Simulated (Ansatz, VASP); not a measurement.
# One calculation of Yb, two programs

The input INCAR:

```
  ALGO = Normal
  EDIFF = 1E-7
  ENCUT = 520
  GGA = RP
  ISIF = 2
  ISMEAR = -1
  LASPH = True
  LCHARG = True
  LELF = True
  LREAL = False
  LVHAR = True
  LWAVE = False
  NBANDS = 31
  NELM = 100
  PREC = Accurate
  SIGMA = 0.1
```

The input KPOINTS:

```
k-points
0
Gamma
  11 11 6
```

POSCAR

```
Yb
1.0
    3.8894930209      0.0000000000      0.0000000000
   -1.9447465104      3.3683997639      0.0000000000
    0.0000000000      0.0000000000      6.4024036288
Yb
2
Direct
    0.3333333333      0.6666666667      0.2500000000
    0.6666666667      0.3333333333      0.7500000000
```

Input for Ansatz:

```yaml
crystal:
  lattice:
    - [3.8894930209, 0.0, 0.0]
    - [-1.9447465104, 3.3683997639, 0.0]
    - [0.0, 0.0, 6.4024036288]
  atoms:
    - { symbol: Yb, position: [0.3333333333, 0.6666666667, 0.25] }
    - { symbol: Yb, position: [0.6666666667, 0.3333333333, 0.75] }
hamiltonian:
  xc: rpbe
  pseudopotentials:
    kind: paw
    azcp:
      Yb: "pseudopotentials/Yb.paw.azcp"
basis:
  ecutwfc: 420
  fft_grid_basis: typed
kpoints:
  mp_grid: { grid: [11, 11, 6], shift: [0, 0, 0] }
magnetization:
  spin_polarized: false
scf:
  occupations: { method: fermi_dirac, width: 0.1 }
  lower_state_search: "off"
output:
  stress: true
```

Alike in both runs: task single point; functional RPBE; k mesh 11 × 11 × 6; occupations fermi-dirac, width 0.1 eV; no spin polarisation.

|  | VASP | Ansatz |
| --- | --- | --- |
| version | VASP 6.6.1 | Ansatz 0.2.0 |
| potentials or method | VASP PAW PBE potentials, release 64 (Yb), cutoff 520 eV | plane waves (420 eV) with PAW, scalar-relativistic |
| valence electrons in the cell | 48 | 48 |

|  | VASP | Ansatz | Ansatz less VASP |
| --- | --- | --- | --- |
| pressure (GPa) | -1.0 | -1.1 | -0.09 |

VASP's potentials were made for PBE, not for RPBE. The functional is the same, so the differences come from potentials, cutoffs and numerics.

Spin-orbit coupling is off throughout.
